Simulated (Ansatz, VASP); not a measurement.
Hg: VASP beside Ansatz

INCAR

```
SYSTEM = Hg
  ALGO = Normal
  EDIFF = 1E-6
  ENCUT = 520
  GGA = PE
  ISIF = 2
  ISMEAR = -1
  LASPH = .True.
  LCHARG = .True.
  LELF = .True.
  LREAL = .False.
  LVHAR = .True.
  LWAVE = .False.
  NBANDS = 12
  NELM = 100
  PREC = Accurate
  SIGMA = 0.1
```

The input KPOINTS:

```
k-points
0
Gamma
  17 17 17
  0 0 0
```

File POSCAR:

```
Hg
1.0
    1.9916969592      1.1499067755      1.8923603282
   -1.9916969592      1.1499067755      1.8923603282
    0.0000000000     -2.2998135511      1.8923603281
Hg
1
Direct
    0.0000000000      1.0000000000      0.0000000000
```

Input for Ansatz:

```yaml
crystal:
  lattice:
    - [1.9916969592, 1.1499067755, 1.8923603282]
    - [-1.9916969592, 1.1499067755, 1.8923603282]
    - [0.0, -2.2998135511, 1.8923603281]
  atoms:
    - { symbol: Hg, position: [0.0, 1.0, 0.0] }
hamiltonian:
  xc: pbe
  pseudopotentials:
    kind: paw
    azcp:
      Hg: "pseudopotentials/Hg.paw.azcp"
basis:
  ecutwfc: 420
  fft_grid_basis: typed
kpoints:
  mp_grid: { grid: [17, 17, 17], shift: [0, 0, 0] }
magnetization:
  spin_polarized: false
scf:
  occupations: { method: fermi_dirac, width: 0.1 }
output:
  stress: true
```

Alike in both runs: task single point; functional PBE; k mesh 17 × 17 × 17; occupations fermi-dirac, width 0.1 eV; no spin polarisation.

|  | VASP | Ansatz |
| --- | --- | --- |
| version | VASP 6.6.1 | Ansatz 0.2.0 |
| potentials or method | VASP PAW PBE potentials, release 64 (Hg), cutoff 520 eV | plane waves (420 eV) with PAW, scalar-relativistic |
| valence electrons in the cell | 12 | 20 |

Ansatz gave:

- pressure (GPa): 3.3
- traceless stress, the component that is largest in VASP (GPa): 0.44

Q: Which values does VASP return?

A: Pressure (GPa): 3.7; traceless stress, the component that is largest in VASP (GPa): 0.51.

The functional is the same, so the differences come from potentials, cutoffs and numerics. VASP's potentials hold 12 valence electrons a cell and Ansatz's 20, so a difference there can come from the potentials and not from the codes.

Neither program's run includes spin-orbit coupling.
